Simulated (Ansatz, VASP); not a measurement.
Two plane-wave programs on Sr3Ag

File INCAR:

```
SYSTEM = Sr3Ag
PREC = Accurate
ENCUT = 520
EDIFF = 1E-7
ISMEAR = 1
SIGMA = 0.1
LREAL = .False.
LASPH = .True.
NELM = 60
ALGO = Normal
ISIF = 2
LWAVE = .False.
LCHARG = .False.
GGA = PE
NBANDS = 28
```

File KPOINTS:

```
Automatic mesh
0
Gamma
  4 4 4
  0 0 0
```

File POSCAR:

```
Sr3Ag
1.0
    5.5809053457      0.0000000000      0.0000000000
    0.0000000000      5.5809053457      0.0000000000
    0.0000000000      0.0000000000      5.5809053457
Sr Ag
3 1
Direct
    0.0000000000      0.5000000000      0.5000000000
    0.5000000000      0.0000000000      0.5000000000
    0.5000000000      0.5000000000      0.0000000000
    0.0000000000      0.0000000000      0.0000000000
```

Input for Ansatz:

```yaml
crystal:
  lattice:
    - [5.580905345725759, 0.0, 0.0]
    - [0.0, 5.580905345725759, 0.0]
    - [0.0, 0.0, 5.580905345725759]
  atoms:
    - { symbol: Sr, position: [0.0, 0.5, 0.5] }
    - { symbol: Sr, position: [0.5, 0.0, 0.5] }
    - { symbol: Sr, position: [0.5, 0.5, 0.0] }
    - { symbol: Ag, position: [0.0, 0.0, 0.0] }
basis:
  ecutwfc: 510.0
kpoints:
  mp_grid:
    grid: [4, 4, 4]
hamiltonian:
  xc: pbe
scf:
  occupations:
    method: cold
    width: 0.1
output:
  stress: true
```

Alike in both runs: task single point; functional PBE; k mesh 4 × 4 × 4; no spin polarisation.

```csv
,VASP,Ansatz
version,VASP 6.6.1,Ansatz 0.2.0
potentials or method,"VASP PAW PBE potentials, release 64 (Sr_sv, Ag), cutoff 520 eV","plane waves, PAW"
occupations,"methfessel-paxton of order 1, width 0.1 eV","cold, width 0.1 eV"
valence electrons in the cell,41,49
```

|  | VASP | Ansatz | Ansatz less VASP |
| --- | --- | --- | --- |
| pressure (GPa) | -0.7 | -0.8 | -0.05 |

VASP's potentials hold 41 valence electrons a cell and Ansatz's 49, so a difference there can come from the potentials and not from the codes.
